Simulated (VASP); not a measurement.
Set up this calculation in VASP 6.6.1, as the native input.

* Task: single point
* Functional: PBEsol
* Potentials or basis: VASP PAW PBE potentials, release 64 (W_sv)
* Cutoff: 520 eV
* k mesh: 16 × 16 × 16
* Occupations: fermi-dirac, width 0.1 eV
* Spin: no spin polarisation
* Dipole correction: no
* Further INCAR settings: ALGO = Normal; EDIFF = 1e-07; NBANDS = 13

The structure of W lies in POSCAR:

```
W
1.0
    2.4719052187      0.0000000000      0.0000000000
    0.0000000000      2.4719052187      0.0000000000
    0.0000000000      0.0000000000      2.4719052187
W
1
Direct
    0.0000000000      0.0000000000      0.0000000000
```

This cell differs from its parent crystal: volume scaled by 0.85.

One way to write it, as run:

INCAR

```
SYSTEM = W
PREC = Accurate ; ENCUT = 520
EDIFF = 1E-7 ; ISMEAR = -1
SIGMA = 0.1 ; LREAL = .False.
LASPH = .True. ; NELM = 60
ALGO = Normal ; ISIF = 2
LWAVE = .False. ; LCHARG = .False.
GGA = PS ; NBANDS = 13
```

KPOINTS

```
regular mesh
0
Gamma
  16 16 16
  0 0 0
```

Potentials or basis: VASP PAW PBE potentials, release 64 (W_sv).

Run with:

```console
$ cat potpaw_PBE.64/W_sv/POTCAR > POTCAR
$ mpirun -np 1 vasp_std > vasp.out
```

Results of the run:

```yaml
Pressure: 55.5 GPa
Band_gap_on_the_k_mesh: zero (band 7 reaches 14.15 eV, above the bottom of band 8 at 10.38 eV)
```

Caveat: the PAW data sets were made with another functional, which shifts forces and pressure a little; spin-orbit coupling is left out, which moves the levels of the heavy elements.

Run time: 7.8 s on 1 thread of Intel(R) Xeon(R) 6975P-C (Granite Rapids) (shared host), peak memory 0.14 GiB.
